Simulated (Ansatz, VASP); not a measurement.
**Two plane-wave programs on NaHI**

File INCAR:

```
SYSTEM = NaHI
ALGO = Normal
EDIFF = 1E-6
EDIFFG = -0.01
ENCUT = 600
GGA = PS
IBRION = 2
ISIF = 3
ISMEAR = 1
LASPH = .TRUE.
LCHARG = .FALSE.
LREAL = .FALSE.
LWAVE = .FALSE.
NELM = 80
NSW = 60
PREC = Accurate
SIGMA = 0.0643
```

File KPOINTS:

```
k-points
0
G
  4 4 3
  0 0 0
```

File POSCAR:

```
NaHI
1.0
    4.1262910000      0.0000000000      0.0000000000
    0.0000000000      4.1262910000      0.0000000000
    0.0000000000      0.0000000000      7.9769300000
Na H I
2 2 2
Direct
    0.0000000000      0.5000000000      0.2000000000
    0.5000000000      0.0000000000      0.8000000000
    0.0000000000      0.0000000000      0.0000000000
    0.5000000000      0.5000000000      0.0000000000
    0.0000000000      0.5000000000      0.7000000000
    0.5000000000      0.0000000000      0.3000000000
```

Input for Ansatz:

```yaml
crystal:
  lattice:
    - [4.126291, 0.0, 0.0]
    - [0.0, 4.126291, 0.0]
    - [0.0, 0.0, 7.97693]
  atoms:
    - { symbol: Na, position: [0.0, 0.5, 0.2] }
    - { symbol: Na, position: [0.5, 0.0, 0.8] }
    - { symbol: H, position: [0.0, 0.0, 0.0] }
    - { symbol: H, position: [0.5, 0.5, 0.0] }
    - { symbol: I, position: [0.0, 0.5, 0.7] }
    - { symbol: I, position: [0.5, 0.0, 0.3] }
  symmetry: { tolerance: 0.0003 }
kpoints:
  mp_grid: { grid: [4, 4, 3], shift: [0, 0, 0] }
magnetization:
  spin_polarized: false
scf:
  occupations: { method: methfessel_paxton, width: 0.0643 }
hamiltonian:
  pseudopotentials: { kind: paw }
  xc: pbesol
basis:
  ecutwfc: 420
output:
  forces: true
  stress: true
  eigenvalues: true
relax:
  max_steps: 40
  cell: {}
```

Alike in both runs: task relaxation of cell and atoms; functional PBEsol; k mesh 4 × 4 × 3; occupations methfessel-paxton of order 1, width 0.0643 eV; no spin polarisation.

|  | VASP | Ansatz |
| --- | --- | --- |
| version | VASP 6.6.1 | Ansatz 0.2.0 |
| potentials or method | VASP PAW PBE potentials, release 64 (Na_pv, H, I), cutoff 600 eV | PAW plane waves |
| valence electrons in the cell | 30 | 54 |

Ansatz gave:

| Property | Result |
| --- | --- |
| gap on the k mesh at the Fermi level, each at its own relaxed structure (eV) | none |
| relaxed volume (Å³/atom) | 20.88 |
| relaxed length of the cell vector where the two differ most in proportion (Å) | 6.338 |

Question: Estimate VASP's values.

Answer: gap on the k mesh at the Fermi level, each at its own relaxed structure (eV): none; relaxed volume (Å³/atom): 20.92; relaxed length of the cell vector where the two differ most in proportion (Å): 6.344.

VASP's potentials were made for PBE, not for PBEsol. A gap of «none» marks a metal or a gap that the smearing closes. VASP's potentials hold 30 valence electrons a cell and Ansatz's 54, so a difference there can come from the potentials and not from the codes.

The k mesh is coarse, so the values compare programs but aren't converged. Neither program's run includes spin-orbit coupling.
